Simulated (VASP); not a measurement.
# EuO (Fm-3m) in VASP: a series of runs

The runs below take EuO through electric field gradients, with PBE.

All numbers are computed with VASP 6.6.1; they aren't measurements. Logs are shortened: lines on timing, memory, paths and dates and some standing lists are left out, and cuts for length are marked.

## Step 1: The cell of the first run

Symmetry: Fm-3m, No. 225, cubic system. The conventional cell has a = 5.040 Å, b = 5.040 Å, c = 5.040 Å, α = 90.00°, β = 90.00°, γ = 90.00°. Eu (site symmetry m-3m) has 6 O at 2.52 Å within 3.3 Å. O (site symmetry m-3m) has 6 Eu at 2.52 Å within 3.3 Å.

## Step 2: Electric field gradients, PBE, collinear spin, ferromagnetic start (16.00 Å³/atom)

Input file INCAR:

```
PREC = Accurate
ENCUT = 520
EDIFF = 1E-8
ISMEAR = -1
SIGMA = 0.03
LREAL = F
LASPH = T
NELM = 200
ALGO = Normal
ISIF = 2
LWAVE = F
LCHARG = F
ISPIN = 2
MAGMOM = 7 0
LORBIT = 11
LMAXMIX = 6
GGA = PE
LEFG = T
NBANDS = 22
GGA_COMPAT = F
```

Input file KPOINTS:

```
Automatic mesh
0
Gamma
  14 14 14
```

Input file POSCAR:

```
EuO
1.0
    0.0000000000      2.5198931235      2.5198931235
    2.5198931235      0.0000000000      2.5198931235
    2.5198931235      2.5198931235      0.0000000000
Eu O
1 1
Direct
    0.0000000000      0.0000000000      0.0000000000
    0.5000000000      0.5000000000      0.5000000000
```

Potentials or basis: VASP PAW PBE potentials, release 64 (Eu, O).

On the command line:

```sh
cat potpaw_PBE.64/Eu/POTCAR potpaw_PBE.64/O/POTCAR > POTCAR
mpirun -np 1 vasp_std > vasp.out
```

OUTCAR:

```text
PREC = Accurate
   ENCUT = 520
   EDIFF = 1E-8
   ISMEAR = -1
   LREAL = F
   LASPH = T
   NELM = 200
   ISIF = 2
   ISPIN = 2
   LORBIT = 11
   GGA = PE

 ion  position               nearest neighbor table
   1  0.000  0.000  0.000-   2 2.52   2 2.52   2 2.52   2 2.52   2 2.52   2 2.52
   2  0.500  0.500  0.500-   1 2.52   1 2.52   1 2.52   1 2.52   1 2.52   1 2.52

  LATTYP: Found a face centered cubic cell.
 ALAT       =     5.0397862470

  Lattice vectors:

 A1 = (   0.0000000000,   2.5198931235,   2.5198931235)
 A2 = (   2.5198931235,   0.0000000000,   2.5198931235)
 A3 = (   2.5198931235,   2.5198931235,   0.0000000000)

Analysis of symmetry for initial positions (statically):
=====================================================================
 Subroutine PRICEL returns:
 Original cell was already a primitive cell.

 Routine SETGRP: Setting up the symmetry group for a
 face centered cubic supercell.

 Subroutine GETGRP returns: Found 48 space group operations
 (whereof 48 operations were pure point group operations)
 out of a pool of 48 trial point group operations.

The static configuration has the point symmetry O_h .

Analysis of symmetry for dynamics (positions and initial velocities):
=====================================================================
 Subroutine PRICEL returns:
 Original cell was already a primitive cell.

 Routine SETGRP: Setting up the symmetry group for a
 face centered cubic supercell.

 Subroutine GETGRP returns: Found 48 space group operations
 (whereof 48 operations were pure point group operations)
 out of a pool of 48 trial point group operations.

The dynamic configuration has the point symmetry O_h .

Analysis of structural, dynamic, and magnetic symmetry:
=====================================================================
 Subroutine PRICEL returns:
 Original cell was already a primitive cell.

 Routine SETGRP: Setting up the symmetry group for a
 face centered cubic supercell.

 Subroutine GETGRP returns: Found 48 space group operations
 (whereof 48 operations were pure point group operations)
 out of a pool of 48 trial point group operations.

The overall configuration has the point symmetry O_h .

 Subroutine INISYM returns: Found 48 space group operations
 (whereof 48 operations are pure point group operations),
 and found     1 'primitive' translations

----------------------------------------------------------------------------------------

                                     Primitive cell

  volume of cell :      32.0019

  direct lattice vectors                    reciprocal lattice vectors
     0.000000000  2.519893124  2.519893124    -0.198421114  0.198421114  0.198421114
     2.519893124  0.000000000  2.519893124     0.198421114 -0.198421114  0.198421114
     2.519893124  2.519893124  0.000000000     0.198421114  0.198421114 -0.198421114

  length of vectors
     3.563667031  3.563667031  3.563667031     0.343675450  0.343675450  0.343675450

  position of ions in fractional coordinates (direct lattice)
     0.000000000  0.000000000  0.000000000
     0.500000000  0.500000000  0.500000000

  ion indices of the primitive-cell ions
   primitive index   ion index
                 1           1
                 2           2

----------------------------------------------------------------------------------------

 KPOINTS: Automatic mesh

Automatic generation of k-mesh.
 Grid dimensions read from file:
 generate k-points for:   14   14   14

 Generating k-lattice:

  Cartesian coordinates                     Fractional coordinates (reciprocal lattice)
    -0.014172937  0.014172937  0.014172937     0.071428571  0.000000000  0.000000000
     0.014172937 -0.014172937  0.014172937     0.000000000  0.071428571  0.000000000
     0.014172937  0.014172937 -0.014172937     0.000000000  0.000000000  0.071428571

  Length of vectors
     0.024548246  0.024548246  0.024548246

  Shift w.r.t. Gamma in fractional coordinates (k-lattice)
     0.000000000  0.000000000  0.000000000

 Subroutine IBZKPT returns following result:
 ===========================================

 Found    104 irreducible k-points:

 Following reciprocal coordinates:
            Coordinates               Weight
  0.000000  0.000000  0.000000      1.000000
  0.071429  0.000000  0.000000      8.000000
  0.142857  0.000000  0.000000      8.000000
  0.214286  0.000000  0.000000      8.000000
  0.285714  0.000000  0.000000      8.000000
  0.357143  0.000000  0.000000      8.000000
[... 16 lines left out ...]
  0.214286  0.142857  0.000000     24.000000
  0.285714  0.142857  0.000000     24.000000
 [... further k-points ...]
   k-points           NKPTS =    104   k-points in BZ     NKDIM =    104   number of bands    NBANDS=     22
   number of dos      NEDOS =    301   number of ions     NIONS =      2
   total plane-waves  NPLWV =  21952
   dimension x,y,z NGX =    28 NGY =   28 NGZ =   28
   dimension x,y,z NGXF=    56 NGYF=   56 NGZF=   56
   ions per type =               1   1
   NGX,Y,Z   is equivalent  to a cutoff of  13.06, 13.06, 13.06 a.u.
   NGXF,Y,Z  is equivalent  to a cutoff of  26.12, 26.12, 26.12 a.u.
 SYSTEM =  unknown system
   PREC   = accura    normal or accurate (medium, high low for compatibility)
   ISTART =      0    job   : 0-new  1-cont  2-samecut
   ICHARG =      2    charge: 1-file 2-atom 10-const
   ISPIN  =      2    spin polarized calculation?
   LNONCOLLINEAR =      F non collinear calculations
   LSORBIT =      F    spin-orbit coupling
   LASPH  =      T    aspherical Exc in radial PAW
   ENCUT  =  520.0 eV  38.22 Ry    6.18 a.u.   6.63  6.63  6.63*2*pi/ulx,y,z
   NELM   =    200;   NELMIN=  2; NELMDL= -5     # of ELM steps
   EDIFF  = 0.1E-07   stopping-criterion for ELM
   LREAL  =      F    real-space projection
   EDIFFG = 0.1E-06   stopping-criterion for IOM
   NSW    =      0    number of steps for IOM
   IBRION =     -1    ionic relax: 0-MD 1-quasi-New 2-CG
   NFREE  =      0    steps in history (QN), initial steepest desc. (CG)
   ISIF   =      2    stress and relaxation
   ISYM   =      2    0-nonsym 1-usesym 2-fastsym
   POTIM  = 0.5000    time-step for ionic-motion
   TEBEG  =    0.0;   TEEND  =   0.0 temperature during run
   PSTRESS=    0.0 pullay stress
   NELECT =      23.0000    total number of electrons
   NUPDOWN=      -1.0000    fix difference up-down
   EMIN   =  10.00;   EMAX   =-10.00  energy-range for DOS
   EFERMI =   0.00;   METHOD = LEGACY
   ISMEAR =    -1;   SIGMA  =   0.03  broadening in eV -4-tet -1-fermi 0-gaus
   EFERMI_NEDOS =   21; number of points for ismear=-14 and -15
   IALGO  =     38    algorithm
   IMIX   =      4    mixing-type and parameters
     AMIX     =   0.40;   BMIX     =  1.00
     AMIX_MAG =   1.60;   BMIX_MAG =  1.00
  volume/ion in A,a.u.               =      16.00       107.98
  Fermi-wavevector in a.u.,A,eV,Ry     =   1.466421  2.771134 29.257838  2.150390
  Thomas-Fermi vector in A             =   2.582160
   LORBIT       =     11    0 simple, 1 ext, 2 COOP (PROOUT), +10 PAW based schemes
   GGA     = PE    functional components
   LHFCALC =     F    Hartree Fock is set to
   AEXX    =    0.0000 exact exchange contribution
   IVDW    =     0    specifies the selected vdW correction
   LEPSILON=     F    determine dielectric tensor
   LRPA    =     F    only Hartree local field effects (RPA)
 spin polarized calculation
  energy-cutoff  :      520.00
  volume of cell :       32.00
 maximum number of plane-waves:       886
   NGX = 13   NGY = 13   NGZ = 13

 number of electron      22.9999999 magnetization       6.9334732

 Free energy of the ion-electron system (eV)
  ---------------------------------------------------
  ext. energy  EPLUGINS =         0.00000000
  ---------------------------------------------------
  free energy    TOTEN  =       -22.03929234 eV

  energy without entropy =      -22.03504661  energy(sigma->0) =      -22.03716948

 E-fermi :   5.0920     XC(G=0): -11.2030

 val. band max:        5.0878897951   @ k =   0.1429   0.0714   0.0000
 cond. band min:       5.0942909638   @ k =   0.5000   0.4286   0.0000
 fundamental gap:      0.0064011688
 Fermi energy:         5.0919910990

 spin component 1

 k-point     1 :       0.0000    0.0000    0.0000
  band No.  band energies     occupation
      1     -36.4146      1.00000
      2     -14.7337      1.00000
      3     -14.7337      1.00000
      4     -14.7337      1.00000
      5     -13.8706      1.00000
      6       1.0463      1.00000
[... 14 lines left out ...]
     21       9.0736      0.00000
     22      14.3798      0.00000

 k-point     2 :       0.0714    0.0000    0.0000
  band No.  band energies     occupation
      1     -36.4087      1.00000
      2     -14.9836      1.00000
      3     -14.7389      1.00000
      4     -14.7389      1.00000
      5     -13.6359      1.00000
      6       0.8694      1.00000
[... 542 lines left out ...]
 k-point    24 :       0.2857    0.1429    0.0000
  band No.  band energies     occupation
      1     -36.3433      1.00000
      2     -16.0017      1.00000
      3     -14.8818      1.00000
      4     -14.8615      1.00000
      5     -12.7753      1.00000
      6      -0.3755      1.00000
[... 14 lines left out ...]
     21      11.5505      0.00000
     22      17.9404      0.00000

 [... further k-points ...]

 spin component 2

 k-point     1 :       0.0000    0.0000    0.0000
  band No.  band energies     occupation
      1     -33.3879      1.00000
      2     -13.9364      1.00000
      3     -12.4452      1.00000
      4     -12.4452      1.00000
      5     -12.4452      1.00000
      6       1.1421      1.00000
[... 14 lines left out ...]
     21      10.2009      0.00000
     22      16.3441      0.00000

 k-point     2 :       0.0714    0.0000    0.0000
  band No.  band energies     occupation
      1     -33.3804      1.00000
      2     -14.0887      1.00000
      3     -12.4506      1.00000
      4     -12.4506      1.00000
      5     -12.3168      1.00000
      6       0.9916      1.00000
[... 542 lines left out ...]
 k-point    24 :       0.2857    0.1429    0.0000
  band No.  band energies     occupation
      1     -33.2966      1.00000
      2     -14.9229      1.00000
      3     -12.6225      1.00000
      4     -12.5968      1.00000
      5     -11.7183      1.00000
      6      -0.1910      1.00000
[... 14 lines left out ...]
     21      12.6175      0.00000
     22      19.6105      0.00000

 [... further k-points ...]

------------------------ aborting loop because EDIFF is reached ----------------------------------------

  FORCE on cell =-STRESS in cart. coord.  units (eV):
  Direction    XX          YY          ZZ          XY          YZ          ZX
  --------------------------------------------------------------------------------------
  -------------------------------------------------------------------------------------
  Total        0.1888056      0.1888056      0.1888056     -0.0000000     -0.0000000     -0.0000000
  in kB        9.4525533      9.4525533      9.4525533     -0.0000000     -0.0000000     -0.0000000
  external PRESSURE =       9.4525533 kB  Pullay stress =       0.0000000 kB

 VOLUME and BASIS-vectors are now :
 -----------------------------------------------------------------------------
  energy-cutoff  :      520.00
  volume of cell :       32.00
      direct lattice vectors                 reciprocal lattice vectors
     0.000000000  2.519893124  2.519893124    -0.198421114  0.198421114  0.198421114
     2.519893124  0.000000000  2.519893124     0.198421114 -0.198421114  0.198421114
     2.519893124  2.519893124  0.000000000     0.198421114  0.198421114 -0.198421114

 POSITION                                       TOTAL-FORCE (eV/Angst)
 -----------------------------------------------------------------------------------
      0.00000      0.00000      0.00000         0.000000     -0.000000      0.000000
      2.51989      2.51989      2.51989        -0.000000      0.000000     -0.000000
 -----------------------------------------------------------------------------------
    total drift:                                0.000000      0.000000      0.000000

  FREE ENERGIE OF THE ION-ELECTRON SYSTEM (eV)
  ---------------------------------------------------
  free  energy   TOTEN  =       -22.0392923378 eV

  energy  without entropy=      -22.0350466146  energy(sigma->0) =      -22.03716948

 Electric field gradients (V/A^2)
---------------------------------------------------------------------
 ion       V_xx      V_yy      V_zz      V_xy      V_xz      V_yz
---------------------------------------------------------------------
   1      -0.000     0.000     0.000     0.001     0.001     0.001
   2      -0.000    -0.000     0.000    -0.002    -0.002    -0.002
---------------------------------------------------------------------

 Electric field gradients after diagonalization (V/A^2)
 (convention: |V_zz| > |V_xx| > |V_yy|)
----------------------------------------------------------------------
 ion       V_xx      V_yy      V_zz     asymmetry (V_yy - V_xx)/ V_zz
----------------------------------------------------------------------
   1      -0.001    -0.001     0.001       0.000
   2       0.002     0.002    -0.004       0.000
----------------------------------------------------------------------

           NMR quadrupolar parameters

 Cq : quadrupolar parameter    Cq=e*Q*V_zz/h
 eta: asymmetry parameters     (V_yy - V_xx)/ V_zz
 Q  : nuclear electric quadrupole moment in mb (millibarn)
----------------------------------------------------------------------
 ion       Cq(MHz)       eta       Q (mb)
----------------------------------------------------------------------
   1       0.000       0.000       1.000
   2      -0.000       0.000       1.000
----------------------------------------------------------------------

 total charge

# of ion       s       p       d       f       tot
--------------------------------------------------
    1        2.033   5.770   0.439   6.594  14.836
    2        1.556   3.414   0.000   0.000   4.970
--------------------------------------------------
tot          3.589   9.184   0.439   6.594  19.807

 magnetization (x)

# of ion       s       p       d       f       tot
--------------------------------------------------
    1       -0.012  -0.105   0.149   6.533   6.566
    2       -0.005  -0.092   0.000   0.000  -0.096
--------------------------------------------------
tot         -0.017  -0.196   0.149   6.533   6.469
```

Wall time 6.7 min (1 thread of Oxide Virtual Turin-like, shared host); peak memory 0.24 GiB.

What came out:

```yaml
Free_energy: -22.0393 eV
Pressure: 0.9 GPa
Net_moment: 6.93 μB per cell
Site_moments: Eu +6.57; O -0.10 μB
Largest_electric_field_gradient_by_atom: under 0.05 V/Å² on every atom
Valence_electrons_inside_the_program's_atomic_spheres: Eu 14.84; O 4.97
```

Levels at points of the mesh, in eV from the Fermi level:
Spin up:
```
           k point  band 11  band 12  band 13  band 14  band 15  band 16  band 17  band 18  band 19  band 20
(0.00, 0.00, 0.00)    -0.26    -0.26    -0.12     0.09     0.09     0.09     1.61     1.61     1.61     3.98
(0.50, 0.00, 0.00)    -0.53    -0.30    -0.30    -0.28    -0.25     2.35     4.55     4.55     5.12     8.08
(0.50, 0.50, 0.00)    -0.42    -0.39    -0.39    -0.31    -0.03    -0.03     3.72     5.98     6.94     6.94
```
Spin down:
| k point | band 6 | band 7 | band 8 | band 9 | band 10 | band 11 |
| --- | --- | --- | --- | --- | --- | --- |
| (0.00, 0.00, 0.00) | -3.95 | -3.95 | -3.95 | 0.98 | 2.72 | 2.72 |
| (0.50, 0.00, 0.00) | -6.03 | -5.12 | -5.12 | 3.17 | 3.65 | 4.08 |
| (0.50, 0.50, 0.00) | -3.84 | -3.84 | -3.84 | -0.41 | 4.13 | 4.21 |

Caveat: spin-orbit coupling is left out, which moves the levels of the heavy elements; a cell with one magnetic atom can't hold antiferromagnetic order, which such compounds often take; semilocal functionals describe open f shells poorly, which spoils levels, moments and volumes.

[end of part 1 of 2]
